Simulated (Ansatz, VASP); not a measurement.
**Al32O: VASP beside Ansatz**

```
Al O
1.0
     8.10000    0.00000    0.00000
     0.00000    8.10000    0.00000
     0.00000    0.00000    8.10000
Al O
32 1
Direct
  0.49317 0.98608 0.01404
  0.76392 0.25692 0.01396
  0.75456 0.99552 0.25667
  0.00664 0.99546 0.00465
  0.25105 0.24712 0.00448
  0.50280 0.49902 0.00452
  0.75466 0.74349 0.00469
  0.25059 0.99665 0.25682
  0.50295 0.24706 0.25669
  0.75335 0.49942 0.25684
  0.50282 0.99546 0.50110
  0.75449 0.24713 0.50107
  0.76406 0.98603 0.74325
  0.00680 0.49940 0.00336
  0.25065 0.74329 0.00339
  0.00651 0.24616 0.25653
  0.25237 0.49762 0.25491
  0.50389 0.74345 0.25664
  0.00678 0.99664 0.50063
  0.25056 0.24626 0.50058
  0.50381 0.49945 0.50062
  0.75339 0.74329 0.50067
  0.25108 0.99543 0.75278
  0.49356 0.25650 0.74352
  0.75456 0.49902 0.75277
  0.00508 0.74497 0.25514
  0.00494 0.49759 0.50240
  0.25247 0.74502 0.50247
  0.00669 0.24702 0.75299
  0.25063 0.49941 0.75385
  0.50307 0.74337 0.75306
  0.00667 0.74340 0.75393
  0.62895 0.12106 0.87892
```

Alike in both runs: functional PBE; k mesh 3 × 3 × 3; occupations gaussian, width 0.15 eV; no spin polarisation.

Ansatz relaxed the structure, and its values are those at the end. VASP's run is a single point on that final structure, the one shown.

|  | VASP | Ansatz |
| --- | --- | --- |
| version | VASP 6.6.1 | Ansatz 0.2.0 |
| potentials or method | VASP PAW PBE potentials, release 64 (Al, O), cutoff 520 eV | scalar-relativistic, plane waves, PAW |
| valence electrons in the cell | 102 | 102 |

Ansatz gave:

* rms of the force components (eV/Å): 0.003

What did VASP give for the same quantities?

rms of the force components (eV/Å): 0.004.
